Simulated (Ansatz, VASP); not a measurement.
## Two plane-wave programs on Al8H

```xyz
18
Lattice="5.7135 0.0000 0.0000 0.0000 8.0801 0.0000 0.0000 0.0000 22.2433" Properties=species:S:1:pos:R:3 pbc="T T T"
Al    1.4284    2.0200    4.0000
Al    1.4284    6.0601    4.0000
Al    4.2851    2.0200    4.0000
Al    4.2851    6.0601    4.0000
Al    0.0000    0.0000    5.4284
Al    0.0000    4.0401    5.4284
Al    2.8568    0.0000    5.4284
Al    2.8568    4.0401    5.4284
Al    1.4284    2.0200    6.9012
Al    1.4284    6.0601    6.9012
Al    4.2851    2.0200    6.9012
Al    4.2851    6.0601    6.9012
Al    0.0000    0.0000    8.2433
Al    0.0000    4.0401    8.2433
Al    2.8568    0.0000    8.2433
Al    2.8568    4.0401    8.2433
H     4.2851   -0.4595    9.3333
H     4.2851    0.4595    9.3333
```

Alike in both runs: task single point; functional PBE; k mesh 5 × 4 × 1; occupations gaussian, width 0.1 eV; no spin polarisation.

|  | VASP | Ansatz |
| --- | --- | --- |
| version | VASP 6.6.1 | Ansatz 0.2.0 |
| potentials or method | VASP PAW PBE potentials, release 64 (Al, H), cutoff 520 eV | scalar-relativistic, plane waves, PAW |
| valence electrons in the cell | 50 | 50 |

```tsv
	VASP	Ansatz	Ansatz less VASP
gap on the k mesh at the Fermi level (eV)	none	none	-
rms of the force components (eV/Å)	0.353	0.354	+0.0010
```

Atom by atom the forces differ by 0.002 eV/Å (rms over components). A gap of «none» marks a metal or a gap that the smearing closes. The functional is the same, so the differences come from potentials, cutoffs and numerics.
